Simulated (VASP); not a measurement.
TiO:

```xyz
6
Lattice="4.9891 0.0000 0.0000 -2.4945 4.3207 0.0000 0.0000 0.0000 2.8733" Properties=species:S:1:pos:R:3 pbc="T T T"
Ti    2.4945    1.4402    1.4367
Ti    0.0000    2.8805    1.4367
Ti    0.0000    0.0000    0.0000
O     1.5106    2.6164    0.0000
O     1.9679    0.0000    0.0000
O    -0.9839    1.7043    0.0000
```

Base run:

```yaml
Program: VASP 6.6.1
Functional: PBEsol
Potentials_or_basis: VASP PAW PBE potentials, release 64 (Ti_sv, O)
Cutoff: 520 eV
k_mesh: 12 × 12 × 12
Occupations: methfessel-paxton, width 0.02 eV
Spin: no spin polarisation
```

Its results: band gap on the k mesh zero (band 27 reaches 11.15 eV, above the bottom of band 28 at 9.73 eV); pressure -5.0 GPa; largest force 0.016 eV/Å.

Question: The run is repeated on the same cell with these changes: occupations from methfessel-paxton, width 0.02 eV to fermi-dirac, width 0.2 eV. What comes out?

Answer: Band gap on the k mesh zero (band 27 reaches 11.16 eV, above the bottom of band 28 at 9.74 eV); pressure -4.5 GPa; largest force 0.043 eV/Å.

Caveats: the PAW data sets were made with another functional, which shifts forces and pressure a little; semilocal functionals often make such compounds metallic where correlation or magnetic order opens a gap, which also shifts bond lengths.
